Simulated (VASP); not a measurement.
Set up this calculation in VASP 6.6.1, as the native input.

- Task: single point
- Functional: LDA
- Potentials or basis: VASP PAW LDA potentials, release 64 (As)
- Cutoff: 520 eV
- k mesh: 6 × 6 × 6
- Occupations: fermi-dirac, width 0.05 eV
- Spin: no spin polarisation
- Dipole correction: no
- Further INCAR settings: ALGO = Normal; EDIFF = 1e-07; NBANDS = 8

The structure of As lies in POSCAR:

```
As
1.0
    2.7036817444      0.0000000000      0.0000000000
    0.0000000000      2.7036817444      0.0000000000
    0.0000000000      0.0000000000      2.7036817444
As
1
Direct
    0.5000000000      0.5000000000      0.5000000000
```

These files were run (other wordings do the same):

INCAR

```
SYSTEM = As
ALGO = Normal
EDIFF = 1E-7
ENCUT = 520
GGA = CA
ISIF = 2
ISMEAR = -1
LASPH = .TRUE.
LCHARG = .TRUE.
LELF = .TRUE.
LREAL = .FALSE.
LVHAR = .TRUE.
LWAVE = .FALSE.
NBANDS = 8
NELM = 60
PREC = Accurate
SIGMA = 0.05
```

KPOINTS

```
k-points
0
G
  6 6 6
  0 0 0
```

Potentials or basis: VASP PAW LDA potentials, release 64 (As).

Launch:

```bash
$ cat potpaw_LDA.64/As/POTCAR > POTCAR
$ mpirun -np 1 vasp_std > vasp.out
```

It gave:

| Property | Result |
| --- | --- |
| Pressure | -2.1 GPa |

Caveat: the k points lie up to 0.39 Å⁻¹ apart.

Run time: 2.4 s on 1 thread of Intel(R) Xeon(R) Platinum 8488C (Sapphire Rapids), on a shared host, peak memory 0.11 GiB.
